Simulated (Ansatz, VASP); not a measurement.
## Two plane-wave programs on Sb

File POSCAR:

```
Sb
1.0
    3.4151566025      0.0000000000      0.0000000000
   -1.7075783013      2.9576123756      0.0000000000
    0.0000000000      0.0000000000      5.1869018618
Sb
2
Direct
    0.3333333333      0.6666666667      0.2500000000
    0.6666666667      0.3333333333      0.7500000000
```

File INCAR.step1:

```
SYSTEM = Sb
PREC = Accurate
ENCUT = 520
ISMEAR = 0
SIGMA = 0.15
LREAL = .False.
LASPH = .True.
NELM = 80
NBANDS = 12
GGA = PE
ALGO = Normal
EDIFF = 1E-4
LWAVE = .True.
LCHARG = .False.
```

File INCAR.step2:

```
SYSTEM = Sb
PREC = Accurate
ENCUT = 520
EDIFF = 1E-6
ISMEAR = 0
SIGMA = 0.15
LREAL = .False.
LASPH = .True.
NELM = 80
ALGO = Normal
ISIF = 2
LWAVE = .False.
LCHARG = .False.
METAGGA = R2SCAN
LMIXTAU = .True.
NBANDS = 12
ISTART = 1
```

File KPOINTS:

```
regular mesh
0
Gamma
  18 18 10
  0 0 0
```

Input for Ansatz:

```yaml
crystal:
  lattice:
    - [3.4151566025, 0.0, 0.0]
    - [-1.7075783013, 2.9576123756, 0.0]
    - [0.0, 0.0, 5.1869018618]
  atoms:
    - { symbol: Sb, position: [0.3333333333, 0.6666666667, 0.25] }
    - { symbol: Sb, position: [0.6666666667, 0.3333333333, 0.75] }
basis:
  ecutwfc: 500
kpoints:
  mp_grid: { grid: [18, 18, 10] }
hamiltonian:
  xc: r2scan
scf:
  occupations: { method: gaussian, width: 0.15 }
output:
  forces: true
  stress: true
  eigenvalues: true
```

Alike in both runs: task single point; functional r2SCAN; k mesh 18 × 18 × 10; occupations gaussian, width 0.15 eV; no spin polarisation.

|  | VASP | Ansatz |
| --- | --- | --- |
| version | VASP 6.6.1 | Ansatz 0.2.0 |
| potentials or method | VASP PAW PBE potentials, release 64 (Sb), cutoff 520 eV | scalar-relativistic, plane waves, PAW |
| valence electrons in the cell | 10 | 30 |

|  | VASP | Ansatz | Ansatz less VASP |
| --- | --- | --- | --- |
| gap on the k mesh at the Fermi level (eV) | none | none | - |
| pressure (GPa) | 2.2 | 2.3 | +0.09 |
| traceless stress, the component that is largest in VASP (GPa) | -0.98 | -1.01 | -0.027 |

VASP's potentials were made for PBE, not for r2SCAN. A gap of «none» marks a metal or a gap that the smearing closes. VASP's potentials hold 10 valence electrons a cell and Ansatz's 30, so a difference there can come from the potentials and not from the codes.

Spin-orbit coupling is off throughout.
